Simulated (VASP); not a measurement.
# Cu3N (Pm-3m) in VASP: notebook

Cu3N is run at these levels: r2SCAN+D4; tasks: single point.

Everything below comes from runs of VASP 6.6.1. Logs are shortened: lines on timing, memory, paths and dates and some standing lists are left out, and cuts for length are marked.

## 1. The cell of the first run

Symmetry: Pm-3m, No. 221, cubic system. Conventional cell: a = 3.799 Å, b = 3.799 Å, c = 3.799 Å, α = 90.00°, β = 90.00°, γ = 90.00°. Cu (site symmetry 4/mmm) has 2 N at 1.90 Å within 2.5 Å. Within 2.5 Å of N (site symmetry m-3m) lie 6 Cu at 1.90 Å.

## 2. Single point, r2SCAN+D4 (13.71 Å³/atom)

Input file POSCAR:

```
Cu3N
1.0
    3.7993767152      0.0000000000      0.0000000000
    0.0000000000      3.7993767152      0.0000000000
    0.0000000000      0.0000000000      3.7993767152
Cu N
3 1
Direct
    0.5000000000      0.0000000000      0.0000000000
    0.0000000000      0.5000000000      0.0000000000
    0.0000000000      0.0000000000      0.5000000000
    0.0000000000      0.0000000000      0.0000000000
```

Input file INCAR.step1:

```
SYSTEM = Cu3N
PREC     = Accurate       ! precision mode
ENCUT    = 660            ! plane-wave cutoff, eV
ISMEAR   = 0              ! smearing method
SIGMA    = 0.05           ! smearing width, eV
LREAL    = .FALSE.        ! projectors in reciprocal space
LASPH    = .TRUE.         ! aspherical terms in the spheres
NELM     = 120            ! most SCF steps
NBANDS   = 27             ! bands
GGA      = PE             ! functional
ALGO     = Normal         ! electronic algorithm
EDIFF    = 1E-5           ! SCF threshold, eV
LWAVE    = .TRUE.         ! write WAVECAR
LCHARG   = .FALSE.        ! write CHGCAR
GGA_COMPAT= .FALSE.
```

Input file INCAR.step2:

```
SYSTEM = Cu3N
PREC     = Accurate       ! precision mode
ENCUT    = 660            ! plane-wave cutoff, eV
EDIFF    = 1E-6           ! SCF threshold, eV
ISMEAR   = 0              ! smearing method
SIGMA    = 0.05           ! smearing width, eV
LREAL    = .FALSE.        ! projectors in reciprocal space
LASPH    = .TRUE.         ! aspherical terms in the spheres
NELM     = 120            ! most SCF steps
ALGO     = Normal         ! electronic algorithm
ISIF     = 2              ! what is computed and relaxed
LWAVE    = .FALSE.        ! write WAVECAR
LCHARG   = .TRUE.         ! write CHGCAR
METAGGA  = R2SCAN         ! meta-GGA
LMIXTAU  = .TRUE.       
IVDW     = 13             ! dispersion correction
VDW_S6   = 1.0          
VDW_S8   = 0.6018749    
VDW_A1   = 0.51559235   
VDW_A2   = 5.77342911   
LELF     = .TRUE.         ! ELF
LVHAR    = .TRUE.       
NBANDS   = 27             ! bands
ISTART   = 1            
GGA_COMPAT= .FALSE.
```

Input file KPOINTS:

```
regular mesh
0
G
  8 8 8
  0 0 0
```

Potentials or basis: VASP PAW PBE potentials, release 64 (Cu, N).

Run with:

```
> cat potpaw_PBE.64/Cu/POTCAR potpaw_PBE.64/N/POTCAR > POTCAR
> cp INCAR.step1 INCAR
> mpirun -np 1 vasp_std > vasp.out
> cp INCAR.step2 INCAR
> mpirun -np 1 vasp_std > vasp.out
```

OUTCAR:

```text
SYSTEM = Cu3N
   PREC = Accurate
   ENCUT = 660
   EDIFF = 1E-6
   ISMEAR = 0
   LREAL = .FALSE.
   LASPH = .TRUE.
   NELM = 120
   ISIF = 2
   METAGGA = R2SCAN
   IVDW = 13
   ISTART = 1

 ion  position               nearest neighbor table
   1  0.500  0.000  0.000-   4 1.90   4 1.90   2 2.69   3 2.69   2 2.69   2 2.69   3 2.69   3 2.69
                             3 2.69   2 2.69
   2  0.000  0.500  0.000-   4 1.90   4 1.90   1 2.69   3 2.69   1 2.69   3 2.69   3 2.69   3 2.69
                             1 2.69   1 2.69
   3  0.000  0.000  0.500-   4 1.90   4 1.90   1 2.69   1 2.69   2 2.69   2 2.69   2 2.69   2 2.69
                             1 2.69   1 2.69
   4  0.000  0.000  0.000-   1 1.90   2 1.90   3 1.90   3 1.90   2 1.90   1 1.90

  LATTYP: Found a simple cubic cell.
 ALAT       =     3.7993767152

  Lattice vectors:

 A1 = (   3.7993767152,   0.0000000000,   0.0000000000)
 A2 = (   0.0000000000,   3.7993767152,   0.0000000000)
 A3 = (   0.0000000000,   0.0000000000,   3.7993767152)

Analysis of symmetry for initial positions (statically):
=====================================================================
 Subroutine PRICEL returns:
 Original cell was already a primitive cell.

 Routine SETGRP: Setting up the symmetry group for a
 simple cubic supercell.

 Subroutine GETGRP returns: Found 48 space group operations
 (whereof 48 operations were pure point group operations)
 out of a pool of 48 trial point group operations.

The static configuration has the point symmetry O_h .

Analysis of symmetry for dynamics (positions and initial velocities):
=====================================================================
 Subroutine PRICEL returns:
 Original cell was already a primitive cell.

 Routine SETGRP: Setting up the symmetry group for a
 simple cubic supercell.

 Subroutine GETGRP returns: Found 48 space group operations
 (whereof 48 operations were pure point group operations)
 out of a pool of 48 trial point group operations.

The dynamic configuration has the point symmetry O_h .

 Subroutine INISYM returns: Found 48 space group operations
 (whereof 48 operations are pure point group operations),
 and found     1 'primitive' translations

----------------------------------------------------------------------------------------

                                     Primitive cell

  volume of cell :      54.8450

  direct lattice vectors                    reciprocal lattice vectors
     3.799376715  0.000000000  0.000000000     0.263201066  0.000000000  0.000000000
     0.000000000  3.799376715  0.000000000     0.000000000  0.263201066  0.000000000
     0.000000000  0.000000000  3.799376715     0.000000000  0.000000000  0.263201066

  length of vectors
     3.799376715  3.799376715  3.799376715     0.263201066  0.263201066  0.263201066

  position of ions in fractional coordinates (direct lattice)
     0.500000000  0.000000000  0.000000000
     0.000000000  0.500000000  0.000000000
     0.000000000  0.000000000  0.500000000
     0.000000000  0.000000000  0.000000000

  ion indices of the primitive-cell ions
   primitive index   ion index
                 1           1
                 2           2
                 3           3
                 4           4

----------------------------------------------------------------------------------------

 KPOINTS: regular mesh

Automatic generation of k-mesh.
 Grid dimensions read from file:
 generate k-points for:    8    8    8

 Generating k-lattice:

  Cartesian coordinates                     Fractional coordinates (reciprocal lattice)
     0.032900133  0.000000000  0.000000000     0.125000000  0.000000000  0.000000000
     0.000000000  0.032900133  0.000000000     0.000000000  0.125000000  0.000000000
     0.000000000  0.000000000  0.032900133     0.000000000  0.000000000  0.125000000

  Length of vectors
     0.032900133  0.032900133  0.032900133

  Shift w.r.t. Gamma in fractional coordinates (k-lattice)
     0.000000000  0.000000000  0.000000000

 Subroutine IBZKPT returns following result:
 ===========================================

 Found     35 irreducible k-points:

 Following reciprocal coordinates:
            Coordinates               Weight
  0.000000  0.000000  0.000000      1.000000
  0.125000  0.000000  0.000000      6.000000
  0.250000  0.000000  0.000000      6.000000
  0.375000  0.000000  0.000000      6.000000
  0.500000  0.000000  0.000000      3.000000
  0.125000  0.125000  0.000000     12.000000
[... 16 lines left out ...]
  0.375000  0.375000  0.125000     24.000000
  0.500000  0.375000  0.125000     24.000000
 [... further k-points ...]
   k-points           NKPTS =     35   k-points in BZ     NKDIM =     35   number of bands    NBANDS=     27
   number of dos      NEDOS =    301   number of ions     NIONS =      4
   total plane-waves  NPLWV =  32768
   dimension x,y,z NGX =    32 NGY =   32 NGZ =   32
   dimension x,y,z NGXF=    64 NGYF=   64 NGZF=   64
   ions per type =               3   1
   NGX,Y,Z   is equivalent  to a cutoff of  14.00, 14.00, 14.00 a.u.
   NGXF,Y,Z  is equivalent  to a cutoff of  28.00, 28.00, 28.00 a.u.
 SYSTEM =  Cu3N
   PREC   = accura    normal or accurate (medium, high low for compatibility)
   ISTART =      1    job   : 0-new  1-cont  2-samecut
   ICHARG =      0    charge: 1-file 2-atom 10-const
   ISPIN  =      1    spin polarized calculation?
   LNONCOLLINEAR =      F non collinear calculations
   LSORBIT =      F    spin-orbit coupling
   LASPH  =      T    aspherical Exc in radial PAW
   ENCUT  =  660.0 eV  48.51 Ry    6.96 a.u.   7.96  7.96  7.96*2*pi/ulx,y,z
   NELM   =    120;   NELMIN=  2; NELMDL=  0     # of ELM steps
   EDIFF  = 0.1E-05   stopping-criterion for ELM
   LREAL  =      F    real-space projection
   EDIFFG = 0.1E-04   stopping-criterion for IOM
   NSW    =      0    number of steps for IOM
   IBRION =     -1    ionic relax: 0-MD 1-quasi-New 2-CG
   NFREE  =      0    steps in history (QN), initial steepest desc. (CG)
   ISIF   =      2    stress and relaxation
   ISYM   =      2    0-nonsym 1-usesym 2-fastsym
   POTIM  = 0.5000    time-step for ionic-motion
   TEBEG  =    0.0;   TEEND  =   0.0 temperature during run
   PSTRESS=    0.0 pullay stress
   NELECT =      38.0000    total number of electrons
   NUPDOWN=      -1.0000    fix difference up-down
   EMIN   =  10.00;   EMAX   =-10.00  energy-range for DOS
   EFERMI =   0.00;   METHOD = LEGACY
   ISMEAR =     0;   SIGMA  =   0.05  broadening in eV -4-tet -1-fermi 0-gaus
   EFERMI_NEDOS =   21; number of points for ismear=-14 and -15
   IALGO  =     38    algorithm
   IMIX   =      4    mixing-type and parameters
     AMIX     =   0.40;   BMIX     =  1.00
     AMIX_MAG =   1.60;   BMIX_MAG =  1.00
  volume/ion in A,a.u.               =      13.71        92.53
  Fermi-wavevector in a.u.,A,eV,Ry     =   1.448628  2.737511 28.552157  2.098524
  Thomas-Fermi vector in A             =   2.566448
   LORBIT       =      0    0 simple, 1 ext, 2 COOP (PROOUT), +10 PAW based schemes
   METAGGA = R2SCAN    functional components
   LHFCALC =     F    Hartree Fock is set to
   AEXX    =    0.0000 exact exchange contribution
   IVDW    =    13    specifies the selected vdW correction
   LEPSILON=     F    determine dielectric tensor
   LRPA    =     F    only Hartree local field effects (RPA)
 non-spin polarized calculation
 Gauss-broadening in eV      SIGMA  =   0.05
  energy-cutoff  :      660.00
  volume of cell :       54.85
 maximum number of plane-waves:      2176
 NGX is ok and might be reduce to    32
   NGX = 15   NGY = 15   NGZ = 15

 number of electron      37.9999968 magnetization

 Free energy of the ion-electron system (eV)
  ---------------------------------------------------
  ext. energy  EPLUGINS =         0.00000000
  ---------------------------------------------------
  free energy    TOTEN  =       -40.71709251 eV

  energy without entropy =      -40.71709239  energy(sigma->0) =      -40.71709245

 E-fermi :   5.0433     XC(G=0): -11.5000

 val. band max:        4.9024346049   @ k =   0.5000   0.5000   0.5000
 cond. band min:       5.1841724893   @ k =   0.5000   0.5000   0.0000
 fundamental gap:      0.2817378843
 Fermi energy:         5.0433023886

 k-point     1 :       0.0000    0.0000    0.0000
  band No.  band energies     occupation
      1     -12.9318      2.00000
      2      -0.4689      2.00000
      3      -0.0744      2.00000
      4      -0.0744      2.00000
      5      -0.0744      2.00000
      6       0.8752      2.00000
[... 19 lines left out ...]
     26      17.7915      0.00000
     27      17.7915      0.00000

 k-point     2 :       0.1250    0.0000    0.0000
  band No.  band energies     occupation
      1     -12.8751      2.00000
      2      -0.8070      2.00000
      3      -0.2505      2.00000
      4      -0.2505      2.00000
      5      -0.1696      2.00000
      6       0.8915      2.00000
[... 19 lines left out ...]
     26      16.8653      0.00000
     27      17.0695      0.00000

 k-point     3 :       0.2500    0.0000    0.0000
  band No.  band energies     occupation
      1     -12.7321      2.00000
      2      -1.7594      2.00000
      3      -0.5412      2.00000
      4      -0.5412      2.00000
      5       0.1281      2.00000
      6       0.9325      2.00000
[... 19 lines left out ...]
     26      15.2217      0.00000
     27      15.9167      0.00000

 k-point     4 :       0.3750    0.0000    0.0000
  band No.  band energies     occupation
      1     -12.5796      2.00000
      2      -2.5380      2.00000
      3      -0.7539      2.00000
      4      -0.7539      2.00000
      5       0.5931      2.00000
      6       0.9762      2.00000
[... 19 lines left out ...]
     26      15.0507      0.00000
     27      15.0507      0.00000
[... 516 lines left out ...]
      4      -1.4364      2.00000
      5       1.3297      2.00000
      6       1.4597      2.00000
[... 19 lines left out ...]
     26      16.2260      0.00000
     27      17.0535      0.00000

 k-point    23 :       0.3750    0.3750    0.1250
  band No.  band energies     occupation
      1     -12.1616      2.00000
      2      -2.7052      2.00000
      3      -2.6967      2.00000
      4      -1.5193      2.00000
      5       1.3720      2.00000
      6       1.5456      2.00000
[... 19 lines left out ...]
     26      15.6016      0.00000
     27      17.1029      0.00000

 k-point    24 :       0.5000    0.3750    0.1250
  band No.  band energies     occupation
      1     -12.0934      2.00000
      2      -2.9663      2.00000
      3      -2.7243      2.00000
      4      -1.5712      2.00000
      5       1.5209      2.00000
      6       1.5594      2.00000
[... 19 lines left out ...]
     26      15.1962      0.00000
     27      17.9726      0.00000

 [... further k-points ...]

------------------------ aborting loop because EDIFF is reached ----------------------------------------

  DFT-D4 for vdW energy calculation

  Edisp (eV):   -0.53693

  FORCE on cell =-STRESS in cart. coord.  units (eV):
  Direction    XX          YY          ZZ          XY          YZ          ZX
  --------------------------------------------------------------------------------------
  -------------------------------------------------------------------------------------
  Total      -0.65414    -0.65414    -0.65414     0.00000     0.00000     0.00000
  in kB     -19.10934   -19.10934   -19.10934     0.00000     0.00000     0.00000
  external pressure =      -19.11 kB  Pullay stress =        0.00 kB

 VOLUME and BASIS-vectors are now :
 -----------------------------------------------------------------------------
  energy-cutoff  :      660.00
  volume of cell :       54.85
      direct lattice vectors                 reciprocal lattice vectors
     3.799376715  0.000000000  0.000000000     0.263201066  0.000000000  0.000000000
     0.000000000  3.799376715  0.000000000     0.000000000  0.263201066  0.000000000
     0.000000000  0.000000000  3.799376715     0.000000000  0.000000000  0.263201066

 POSITION                                       TOTAL-FORCE (eV/Angst)
 -----------------------------------------------------------------------------------
      1.89969      0.00000      0.00000         0.000000      0.000000      0.000000
      0.00000      1.89969      0.00000         0.000000      0.000000      0.000000
      0.00000      0.00000      1.89969         0.000000      0.000000      0.000000
      0.00000      0.00000      0.00000         0.000000      0.000000      0.000000
 -----------------------------------------------------------------------------------
    total drift:                                0.000000      0.000000     -0.000000

  FREE ENERGIE OF THE ION-ELECTRON SYSTEM (eV)
  ---------------------------------------------------
  free  energy   TOTEN  =       -41.2540176302 eV

  energy  without entropy=      -41.2540175121  energy(sigma->0) =      -41.25401757
```

Run time: 6.4 min. Hardware: 1 thread of Oxide Virtual Turin-like, shared host; peak memory 0.19 GiB.

What came out:

| Property | Result |
| --- | --- |
| Free energy | -41.2540 eV |
| Pressure | -1.9 GPa |
| Band gap on the k mesh | 0.28 eV (least direct gap 0.86 eV) |
| Dispersion energy per atom | -0.134 eV |

Levels at points of the mesh, in eV from the valence-band top:
```tsv
k point	band 15	band 16	band 17	band 18	band 19	band 20	band 21	band 22	band 23	band 24
(0.00, 0.00, 0.00)	-2.48	-1.96	-1.96	-1.96	-1.89	1.18	5.70	5.70	7.02	7.02
(0.50, 0.00, 0.00)	-2.48	-2.29	-1.96	-1.50	-1.50	1.83	3.56	7.33	7.58	7.58
(0.50, 0.50, 0.00)	-2.43	-2.27	-1.13	-1.13	-0.74	0.28	3.99	5.17	5.17	8.63
(0.50, 0.50, 0.50)	-1.99	-1.99	0.00	0.00	0.00	0.97	0.97	0.97	6.33	8.64
```

Caveat: semilocal functionals underestimate gaps, and a narrow one can read as zero; the PAW data sets were made with another functional, which shifts forces and pressure a little.

(Continued in part 2 of 2.)
